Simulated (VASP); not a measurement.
Set up this calculation in VASP 6.6.1, as the native input.

| Quantity | Value |
| --- | --- |
| Task | single point |
| Functional | PBE |
| Potentials or basis | VASP PAW PBE potentials, release 64 (Rb_sv, Na_pv, Se) |
| Cutoff | 520 eV |
| k mesh | 9 × 9 × 4 |
| Occupations | gaussian, width 0.02 eV |
| Spin | no spin polarisation |
| Dipole correction | no |
| Further INCAR settings | ALGO = Normal; EDIFF = 1e-07; NBANDS = 38 |

The structure of RbNaSe2 lies in POSCAR:

```
RbNaSe2
1.0
    5.3352941687      0.0000000000      0.0000000000
   -2.6676470843      4.6205002867      0.0000000000
    0.0000000000      0.0000000000     10.4995349609
Rb Na Se
2 2 4
Direct
    0.3333333333      0.6666666667      0.2500000000
    0.6666666667      0.3333333333      0.7500000000
    0.0000000000      0.0000000000      0.0000000000
    0.0000000000      0.0000000000      0.5000000000
    0.3333333333      0.6666666667      0.6322641648
    0.6666666667      0.3333333333      0.1322641648
    0.6666666667      0.3333333333      0.3677358352
    0.3333333333      0.6666666667      0.8677358352
```

One way to write it, as run:

INCAR

```
SYSTEM = RbNaSe2
ALGO = Normal
EDIFF = 1E-7
ENCUT = 520
GGA = PE
ISIF = 2
ISMEAR = 0
LASPH = .TRUE.
LCHARG = .TRUE.
LELF = .TRUE.
LREAL = .FALSE.
LVHAR = .TRUE.
LWAVE = .FALSE.
NBANDS = 38
NELM = 60
PREC = Accurate
SIGMA = 0.02
```

KPOINTS

```
k-points
0
G
  9 9 4
  0 0 0
```

Potentials or basis: VASP PAW PBE potentials, release 64 (Rb_sv, Na_pv, Se).

The run is started by

```sh
$ cat potpaw_PBE.64/Rb_sv/POTCAR potpaw_PBE.64/Na_pv/POTCAR potpaw_PBE.64/Se/POTCAR > POTCAR
$ mpirun -np 1 vasp_std > vasp.out
```

Results of the run:

| Item | Value |
| --- | --- |
| Pressure | 0.1 GPa |
| Largest force | 0.020 eV/Å |
| Band gap on the k mesh | 0.94 eV (least direct gap 0.97 eV) |

Caveat: an odd mesh through Γ misses points on the zone boundary, where band edges can lie.

Wall time 11 min on 1 thread of Intel Xeon 8259CL, on a shared host, peak memory 0.54 GiB.
